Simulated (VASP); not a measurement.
# PbSe (F-43m) in VASP: a series of runs

Aim: see how the results for PbSe move with the level of theory and the settings. Levels: r2SCAN, PBE, HSE06. Tasks: single point.

All numbers are computed with VASP 6.6.1; they aren't measurements. Logs are shortened: lines on timing, memory, paths and dates and some standing lists are left out, and cuts for length are marked.

## Step 1: The cell of the first run

The structure is cubic, space group F-43m (No. 216). The conventional cell has a = 6.846 Å, b = 6.846 Å, c = 6.846 Å, α = 90.00°, β = 90.00°, γ = 90.00°. Within 3.9 Å of Pb (site symmetry -43m) lie 4 Se at 2.96 Å. Within 3.9 Å of Se (site symmetry -43m) lie 4 Pb at 2.96 Å.

## Step 2: Single point, r2SCAN

File POSCAR:

```
PbSe
1.0
    0.0000000000      3.4232041329      3.4232041329
    3.4232041329      0.0000000000      3.4232041329
    3.4232041329      3.4232041329      0.0000000000
Pb Se
1 1
Direct
    0.0000000000      0.0000000000      0.0000000000
    0.2500000000      0.2500000000      0.2500000000
```

File INCAR.step1:

```
  ALGO = Normal
  EDIFF = 1E-4
  ENCUT = 520
  GGA = PE
  ISMEAR = 0
  LASPH = T
  LCHARG = F
  LREAL = F
  LWAVE = T
  NBANDS = 17
  NELM = 100
  PREC = Accurate
  SIGMA = 0.01
```

File INCAR.step2:

```
  ALGO = Normal
  EDIFF = 1E-6
  ENCUT = 520
  ISIF = 2
  ISMEAR = 0
  ISTART = 1
  LASPH = T
  LCHARG = F
  LMIXTAU = T
  LREAL = F
  LWAVE = F
  METAGGA = R2SCAN
  NBANDS = 17
  NELM = 100
  PREC = Accurate
  SIGMA = 0.01
```

File KPOINTS:

```
k-points
0
Gamma
  4 4 4
```

Potentials or basis: VASP PAW PBE potentials, release 64 (Pb_d, Se).

On the command line:

```sh
cat potpaw_PBE.64/Pb_d/POTCAR potpaw_PBE.64/Se/POTCAR > POTCAR
cp INCAR.step1 INCAR
mpirun -np 1 vasp_std > vasp.out
cp INCAR.step2 INCAR
mpirun -np 1 vasp_std > vasp.out
```

OUTCAR:

```text
EDIFF = 1E-6
   ENCUT = 520
   ISIF = 2
   ISMEAR = 0
   ISTART = 1
   LASPH = T
   LREAL = F
   METAGGA = R2SCAN
   NELM = 100
   PREC = Accurate

 ion  position               nearest neighbor table
   1  0.000  0.000  0.000-   2 2.96   2 2.96   2 2.96   2 2.96
   2  0.250  0.250  0.250-   1 2.96   1 2.96   1 2.96   1 2.96

  LATTYP: Found a face centered cubic cell.
 ALAT       =     6.8464082658

  Lattice vectors:

 A1 = (   0.0000000000,   3.4232041329,   3.4232041329)
 A2 = (   3.4232041329,   0.0000000000,   3.4232041329)
 A3 = (   3.4232041329,   3.4232041329,   0.0000000000)

Analysis of symmetry for initial positions (statically):
=====================================================================
 Subroutine PRICEL returns:
 Original cell was already a primitive cell.

 Routine SETGRP: Setting up the symmetry group for a
 face centered cubic supercell.

 Subroutine GETGRP returns: Found 24 space group operations
 (whereof 24 operations were pure point group operations)
 out of a pool of 48 trial point group operations.

The static configuration has the point symmetry T_d .

Analysis of symmetry for dynamics (positions and initial velocities):
=====================================================================
 Subroutine PRICEL returns:
 Original cell was already a primitive cell.

 Routine SETGRP: Setting up the symmetry group for a
 face centered cubic supercell.

 Subroutine GETGRP returns: Found 24 space group operations
 (whereof 24 operations were pure point group operations)
 out of a pool of 48 trial point group operations.

The dynamic configuration has the point symmetry T_d .

 Subroutine INISYM returns: Found 24 space group operations
 (whereof 24 operations are pure point group operations),
 and found     1 'primitive' translations

----------------------------------------------------------------------------------------

                                     Primitive cell

  volume of cell :      80.2284

  direct lattice vectors                    reciprocal lattice vectors
     0.000000000  3.423204133  3.423204133    -0.146061988  0.146061988  0.146061988
     3.423204133  0.000000000  3.423204133     0.146061988 -0.146061988  0.146061988
     3.423204133  3.423204133  0.000000000     0.146061988  0.146061988 -0.146061988

  length of vectors
     4.841141712  4.841141712  4.841141712     0.252986784  0.252986784  0.252986784

  position of ions in fractional coordinates (direct lattice)
     0.000000000  0.000000000  0.000000000
     0.250000000  0.250000000  0.250000000

  ion indices of the primitive-cell ions
   primitive index   ion index
                 1           1
                 2           2

----------------------------------------------------------------------------------------

 KPOINTS: k-points

Automatic generation of k-mesh.
 Grid dimensions read from file:
 generate k-points for:    4    4    4

 Generating k-lattice:

  Cartesian coordinates                     Fractional coordinates (reciprocal lattice)
    -0.036515497  0.036515497  0.036515497     0.250000000  0.000000000  0.000000000
     0.036515497 -0.036515497  0.036515497     0.000000000  0.250000000  0.000000000
     0.036515497  0.036515497 -0.036515497     0.000000000  0.000000000  0.250000000

  Length of vectors
     0.063246696  0.063246696  0.063246696

  Shift w.r.t. Gamma in fractional coordinates (k-lattice)
     0.000000000  0.000000000  0.000000000

 Subroutine IBZKPT returns following result:
 ===========================================

 Found      8 irreducible k-points:

 Following reciprocal coordinates:
            Coordinates               Weight
  0.000000  0.000000  0.000000      1.000000
  0.250000  0.000000  0.000000      8.000000
  0.500000  0.000000  0.000000      4.000000
  0.250000  0.250000  0.000000      6.000000
  0.500000  0.250000  0.000000     24.000000
 -0.250000  0.250000  0.000000     12.000000
  0.500000  0.500000  0.000000      3.000000
 -0.250000  0.500000  0.250000      6.000000
   k-points           NKPTS =      8   k-points in BZ     NKDIM =      8   number of bands    NBANDS=     17
   number of dos      NEDOS =    301   number of ions     NIONS =      2
   total plane-waves  NPLWV =  46656
   dimension x,y,z NGX =    36 NGY =   36 NGZ =   36
   dimension x,y,z NGXF=    72 NGYF=   72 NGZF=   72
   ions per type =               1   1
   NGX,Y,Z   is equivalent  to a cutoff of  12.36, 12.36, 12.36 a.u.
   NGXF,Y,Z  is equivalent  to a cutoff of  24.72, 24.72, 24.72 a.u.
 SYSTEM =  unknown system
   PREC   = accura    normal or accurate (medium, high low for compatibility)
   ISTART =      1    job   : 0-new  1-cont  2-samecut
   ICHARG =      0    charge: 1-file 2-atom 10-const
   ISPIN  =      1    spin polarized calculation?
   LNONCOLLINEAR =      F non collinear calculations
   LSORBIT =      F    spin-orbit coupling
   LASPH  =      T    aspherical Exc in radial PAW
   ENCUT  =  520.0 eV  38.22 Ry    6.18 a.u.   9.00  9.00  9.00*2*pi/ulx,y,z
   NELM   =    100;   NELMIN=  2; NELMDL=  0     # of ELM steps
   EDIFF  = 0.1E-05   stopping-criterion for ELM
   LREAL  =      F    real-space projection
   EDIFFG = 0.1E-04   stopping-criterion for IOM
   NSW    =      0    number of steps for IOM
   IBRION =     -1    ionic relax: 0-MD 1-quasi-New 2-CG
   NFREE  =      0    steps in history (QN), initial steepest desc. (CG)
   ISIF   =      2    stress and relaxation
   ISYM   =      2    0-nonsym 1-usesym 2-fastsym
   POTIM  = 0.5000    time-step for ionic-motion
   TEBEG  =    0.0;   TEEND  =   0.0 temperature during run
   PSTRESS=    0.0 pullay stress
   NELECT =      20.0000    total number of electrons
   NUPDOWN=      -1.0000    fix difference up-down
   EMIN   =  10.00;   EMAX   =-10.00  energy-range for DOS
   EFERMI =   0.00;   METHOD = LEGACY
   ISMEAR =     0;   SIGMA  =   0.01  broadening in eV -4-tet -1-fermi 0-gaus
   EFERMI_NEDOS =   21; number of points for ismear=-14 and -15
   IALGO  =     38    algorithm
   IMIX   =      4    mixing-type and parameters
     AMIX     =   0.40;   BMIX     =  1.00
     AMIX_MAG =   1.60;   BMIX_MAG =  1.00
  volume/ion in A,a.u.               =      40.11       270.70
  Fermi-wavevector in a.u.,A,eV,Ry     =   1.030328  1.947037 14.443606  1.061575
  Thomas-Fermi vector in A             =   2.164420
   LORBIT       =      0    0 simple, 1 ext, 2 COOP (PROOUT), +10 PAW based schemes
   METAGGA = R2SCAN    functional components
   LHFCALC =     F    Hartree Fock is set to
   AEXX    =    0.0000 exact exchange contribution
   IVDW    =     0    specifies the selected vdW correction
   LEPSILON=     F    determine dielectric tensor
   LRPA    =     F    only Hartree local field effects (RPA)
 non-spin polarized calculation
 Gauss-broadening in eV      SIGMA  =   0.01
  energy-cutoff  :      520.00
  volume of cell :       80.23
 maximum number of plane-waves:      2200
   NGX = 17   NGY = 17   NGZ = 17

 number of electron      20.0000005 magnetization

 Free energy of the ion-electron system (eV)
  ---------------------------------------------------
  ext. energy  EPLUGINS =         0.00000000
  ---------------------------------------------------
  free energy    TOTEN  =       -71.45423559 eV

  energy without entropy =      -71.45423559  energy(sigma->0) =      -71.45423559

 E-fermi :   2.2457     XC(G=0):  -8.2498

 val. band max:        2.1516772529   @ k =  -0.2500   0.5000   0.2500
 cond. band min:       2.9469829421   @ k =   0.5000   0.5000   0.0000
 fundamental gap:      0.7953056892
 Fermi energy:         2.2457350670

 k-point     1 :       0.0000    0.0000    0.0000
  band No.  band energies     occupation
      1     -15.2544      2.00000
      2     -15.2544      2.00000
      3     -15.2544      2.00000
      4     -15.2184      2.00000
      5     -15.2184      2.00000
      6     -11.1708      2.00000
[... 9 lines left out ...]
     16      10.8673      0.00000
     17      11.5554      0.00000

 k-point     2 :       0.2500    0.0000    0.0000
  band No.  band energies     occupation
      1     -15.2691      2.00000
      2     -15.2496      2.00000
      3     -15.2496      2.00000
      4     -15.2178      2.00000
      5     -15.2178      2.00000
      6     -10.8889      2.00000
[... 9 lines left out ...]
     16       9.9562      0.00000
     17      10.9230      0.00000

 k-point     3 :       0.5000    0.0000    0.0000
  band No.  band energies     occupation
      1     -15.2836      2.00000
      2     -15.2459      2.00000
      3     -15.2459      2.00000
      4     -15.2160      2.00000
      5     -15.2160      2.00000
      6     -10.5451      2.00000
[... 9 lines left out ...]
     16      10.9633      0.00000
     17      10.9633      0.00000

 k-point     4 :       0.2500    0.2500    0.0000
  band No.  band energies     occupation
      1     -15.2797      2.00000
      2     -15.2442      2.00000
      3     -15.2442      2.00000
      4     -15.2214      2.00000
      5     -15.2152      2.00000
      6     -10.7898      2.00000
[... 9 lines left out ...]
     16      11.4312      0.00000
     17      13.0819      0.00000

 k-point     5 :       0.5000    0.2500    0.0000
  band No.  band energies     occupation
      1     -15.2919      2.00000
      2     -15.2414      2.00000
      3     -15.2395      2.00000
      4     -15.2208      2.00000
      5     -15.2144      2.00000
      6     -10.4309      2.00000
[... 9 lines left out ...]
     16      11.3496      0.00000
     17      11.9852      0.00000

 k-point     6 :      -0.2500    0.2500    0.0000
  band No.  band energies     occupation
      1     -15.2839      2.00000
      2     -15.2444      2.00000
      3     -15.2439      2.00000
      4     -15.2180      2.00000
      5     -15.2170      2.00000
      6     -10.5558      2.00000
[... 9 lines left out ...]
     16      10.6082      0.00000
     17      12.0159      0.00000

 k-point     7 :       0.5000    0.5000    0.0000
  band No.  band energies     occupation
      1     -15.3036      2.00000
      2     -15.2340      2.00000
      3     -15.2339      2.00000
      4     -15.2250      2.00000
      5     -15.2120      2.00000
      6     -10.3012      2.00000
[... 9 lines left out ...]
     16      12.4106      0.00000
     17      12.5234      0.00000

 k-point     8 :      -0.2500    0.5000    0.2500
  band No.  band energies     occupation
      1     -15.2959      2.00000
      2     -15.2422      2.00000
      3     -15.2346      2.00000
      4     -15.2210      2.00000
      5     -15.2152      2.00000
      6     -10.2963      2.00000
[... 9 lines left out ...]
     16      11.8602      0.00000
     17      11.9829      0.00000

------------------------ aborting loop because EDIFF is reached ----------------------------------------

  FORCE on cell =-STRESS in cart. coord.  units (eV):
  Direction    XX          YY          ZZ          XY          YZ          ZX
  --------------------------------------------------------------------------------------
  -------------------------------------------------------------------------------------
  Total       -0.0283964     -0.0283964     -0.0283964      0.0000000     -0.0000000      0.0000000
  in kB       -0.5670810     -0.5670810     -0.5670810      0.0000000     -0.0000000      0.0000000
  external PRESSURE =      -0.5670810 kB  Pullay stress =       0.0000000 kB

 VOLUME and BASIS-vectors are now :
 -----------------------------------------------------------------------------
  energy-cutoff  :      520.00
  volume of cell :       80.23
      direct lattice vectors                 reciprocal lattice vectors
     0.000000000  3.423204133  3.423204133    -0.146061988  0.146061988  0.146061988
     3.423204133  0.000000000  3.423204133     0.146061988 -0.146061988  0.146061988
     3.423204133  3.423204133  0.000000000     0.146061988  0.146061988 -0.146061988

 POSITION                                       TOTAL-FORCE (eV/Angst)
 -----------------------------------------------------------------------------------
      0.00000      0.00000      0.00000         0.000000      0.000000      0.000000
      1.71160      1.71160      1.71160        -0.000000     -0.000000     -0.000000
 -----------------------------------------------------------------------------------
    total drift:                               -0.000000     -0.000000     -0.000000

  FREE ENERGIE OF THE ION-ELECTRON SYSTEM (eV)
  ---------------------------------------------------
  free  energy   TOTEN  =       -71.4542355902 eV

  energy  without entropy=      -71.4542355902  energy(sigma->0) =      -71.45423559
```

Run time: 50 s. Hardware: 1 thread of AMD EPYC 9R14 (Zen 4), shared host; peak memory 0.19 GiB.

Results:

```yaml
Free_energy: -71.4542 eV
Pressure: -0.1 GPa
Band_gap_on_the_k_mesh: 0.80 eV, indirect (least direct gap 1.34 eV)
```

Levels at points of the mesh, in eV from the valence-band top:
| k point | band 6 | band 7 | band 8 | band 9 | band 10 | band 11 | band 12 | band 13 | band 14 | band 15 |
| --- | --- | --- | --- | --- | --- | --- | --- | --- | --- | --- |
| (0.00, 0.00, 0.00) | -13.32 | -6.47 | -1.74 | -1.74 | -1.74 | 2.35 | 2.35 | 2.35 | 4.85 | 8.72 |
| (0.50, 0.00, 0.00) | -12.70 | -8.10 | -2.28 | -2.28 | -2.04 | 3.12 | 3.12 | 3.89 | 6.72 | 8.21 |
| (0.50, 0.50, 0.00) | -12.45 | -8.48 | -2.99 | -2.99 | -0.55 | 0.80 | 5.20 | 5.20 | 6.22 | 8.27 |

Caveat: the PAW data sets were made with another functional, which shifts forces and pressure a little; spin-orbit coupling is left out, which moves the levels of the heavy elements.

(Part 1 of 2 ends here.)
